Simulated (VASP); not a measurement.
Set up this calculation in VASP 6.6.1, as the native input.

```
Task                   : single point
Functional             : PBEsol
Potentials or basis    : VASP PAW PBE potentials, release 64 (Y_sv)
Cutoff                 : 500 eV
k mesh                 : 7 × 7 × 4
Occupations            : fermi-dirac, width 0.1 eV
Spin                   : no spin polarisation
Dipole correction      : no
Further INCAR settings : ALGO = Normal; EDIFF = 1e-06; NBANDS = 18
```

The structure of Y lies in POSCAR:

```
Y
1.0
    3.5978116473      0.0000000000      0.0000000000
   -1.7989058236      3.1157962846      0.0000000000
    0.0000000000      0.0000000000      5.6098152326
Y
2
Direct
    0.3333333333      0.6666666667      0.2500000000
    0.6666666667      0.3333333333      0.7500000000
```

These files were run (other wordings do the same):

INCAR

```
  PREC = Accurate
  ENCUT = 500
  EDIFF = 1E-6
  ISMEAR = -1
  SIGMA = 0.1
  LREAL = False
  LASPH = True
  NELM = 120
  ALGO = Normal
  ISIF = 2
  LWAVE = False
  LCHARG = True
  GGA = PS
  LELF = True
  LVHAR = True
  NBANDS = 18
  GGA_COMPAT = False
```

KPOINTS

```
regular mesh
0
Gamma
  7 7 4
```

Potentials or basis: VASP PAW PBE potentials, release 64 (Y_sv).

The run is started by

```bash
$ cat potpaw_PBE.64/Y_sv/POTCAR > POTCAR
$ mpirun -np 1 vasp_std > vasp.out
```

Results of the run:

```json
{"Pressure": "-0.1 GPa", "Band gap on the k mesh": "zero (bands 11 and 12 overlap by 1.53 eV)"}
```

Caveat: the PAW data sets were made with another functional, which shifts forces and pressure a little.

It took 28 s on 1 thread of Intel(R) Xeon(R) Platinum 8259CL CPU @ 2.50GHz (Skylake/Cascade Lake), on a shared host, peak memory 0.19 GiB.
